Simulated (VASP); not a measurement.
ZrB: relaxation of cell and atoms with RPBE

The system is ZrB.

```
Zr B
1.0
     1.96143   -1.98572    0.00000
     1.96143    1.98572    0.00000
     0.00000    0.00000    4.01395
Zr B
1 1
Direct
  0.00000 0.00000 0.50000
  0.50000 0.50000 0.50000
```

```
Program                : VASP 6.6.1
Task                   : relaxation of cell and atoms
Functional             : RPBE
Potentials or basis    : VASP PAW PBE potentials, release 64 (Zr_sv, B)
Cutoff                 : 600 eV
k mesh                 : 10 × 10 × 7
Occupations            : fermi-dirac, width 0.05 eV
Spin                   : no spin polarisation
Dipole correction      : no
Further INCAR settings : ALGO = Normal; EDIFF = 1e-06; IBRION = 2; EDIFFG = -0.01; NSW = 60; ISIF = 3
```

- Relaxed volume: 17.60 Å³/atom
- Relaxed cell: a = 3.425 Å, b = 3.425 Å, c = 3.002 Å, α = 90.00°, β = 90.00°, γ = 90.02°
- Space group after relaxing (to 0.05 Å): P4/mmm (No. 123)
- Energy gained by relaxing: 2040.7 meV/atom
- Ionic steps: 28
- Pressure after relaxing: 0.0 GPa

Step by step:
| step | energy change (eV) | largest force (eV/Å) | pressure (GPa) | volume (Å³) |
| --- | --- | --- | --- | --- |
| 1 | 0.0000 | 0.0000 | 79.02 | 31.27 |
| 2 | -0.1837 | 0.0000 | -16.68 | 76.12 |
| 3 | -3.6367 | 0.0000 | -5.63 | 47.54 |
| 4 | -3.6774 | 0.0000 | -2.94 | 46.15 |
| 5 | -3.6856 | 0.0000 | -0.86 | 45.21 |
| 6 | -3.6848 | 0.0000 | -1.56 | 45.51 |
| 7 | -3.7004 | 0.0000 | -1.47 | 44.77 |
| 8 | -3.7613 | 0.0000 | -0.99 | 42.51 |
| 9 | -3.9455 | 0.0000 | 0.49 | 37.96 |
| 10 | -3.3133 | 0.0000 | 20.20 | 28.67 |
| 11 | -4.0008 | 0.0000 | 1.47 | 36.46 |
| 12 | -4.0137 | 0.0000 | 4.52 | 33.82 |
| 13 | -4.0259 | 0.0000 | 2.74 | 35.13 |
| 14 | -4.0322 | 0.0000 | 2.66 | 34.98 |
| 15 | -4.0429 | 0.0000 | 2.52 | 34.52 |
| 16 | -4.0433 | 0.0000 | 2.52 | 34.37 |
| 17 | -4.0502 | 0.0000 | 2.15 | 34.48 |
| 18 | -4.0663 | 0.0000 | 1.10 | 34.82 |
| 19 | -4.0800 | 0.0000 | -0.77 | 35.48 |
| 20 | -4.0801 | 0.0000 | -0.86 | 35.53 |
| 21 | -4.0807 | 0.0000 | -0.60 | 35.44 |
| 22 | -4.0812 | 0.0000 | -0.01 | 35.26 |
| 23 | -4.0812 | 0.0000 | -0.03 | 35.27 |
| 24 | -4.0812 | 0.0000 | -0.04 | 35.27 |
| 25 | -4.0813 | 0.0000 | -0.07 | 35.26 |
| 26 | -4.0813 | 0.0000 | -0.07 | 35.23 |
| 27 | -4.0813 | 0.0000 | -0.08 | 35.23 |
| 28 | -4.0813 | 0.0000 | -0.02 | 35.20 |

Final structure:
```cif
data_structure
_symmetry_space_group_name_H-M 'P 1'
_symmetry_Int_Tables_number 1
_cell_length_a 3.4246
_cell_length_b 3.4246
_cell_length_c 3.0016
_cell_angle_alpha 90.000
_cell_angle_beta 90.000
_cell_angle_gamma 90.023
_cell_volume 35.20
loop_
_atom_site_label
_atom_site_type_symbol
_atom_site_fract_x
_atom_site_fract_y
_atom_site_fract_z
_atom_site_occupancy
Zr1 Zr 0.00000 0.00000 0.50000 1
B1 B 0.50000 0.50000 0.50000 1
```

Levels at points of the mesh, in eV from the Fermi level:
```
           k point  band 6  band 7  band 8  band 9  band 10  band 11
(0.00, 0.00, 0.00)   -1.24   -0.55    2.14    2.14     3.28     4.45
(0.50, 0.00, 0.00)   -3.75   -1.41   -0.81    2.17     4.87     5.02
(0.50, 0.50, 0.00)   -0.59   -0.59   -0.51    3.74     3.74     5.20
```

It took 23 min on 1 thread of AMD EPYC 7R13, with other jobs on the host, peak memory 0.18 GiB.

Caveat: the PAW data sets were made with another functional, which shifts forces and pressure a little.
